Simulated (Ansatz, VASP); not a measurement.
**MgSe in VASP and in Ansatz**

```xyz
2
Lattice="0.0000 2.6982 2.6982 2.6982 0.0000 2.6982 2.6982 2.6982 0.0000" Properties=species:S:1:pos:R:3 pbc="T T T"
Mg    0.0000    0.0000    0.0000
Se    2.6982    2.6982    2.6982
```

Alike in both runs: task single point; functional PBE; k mesh 6 × 6 × 6; no spin polarisation.

|  | VASP | Ansatz |
| --- | --- | --- |
| version | VASP 6.6.1 | Ansatz 0.2.0 |
| potentials or method | VASP PAW PBE potentials, release 64 (Mg, Se) | plane waves, PAW |
| plane-wave cutoff (eV) | 600 | 420 |
| occupations | gaussian, width 0.01 eV | fixed |
| valence electrons in the cell | 8 | 26 |

|  | VASP | Ansatz | Ansatz less VASP |
| --- | --- | --- | --- |
| gap on the k mesh at the Fermi level (eV) | 1.85 | 1.87 | +0.023 |
| pressure (GPa) | 4.2 | 4.3 | +0.12 |

VASP's potentials hold 8 valence electrons a cell and Ansatz's 26, so a difference there can come from the potentials and not from the codes.
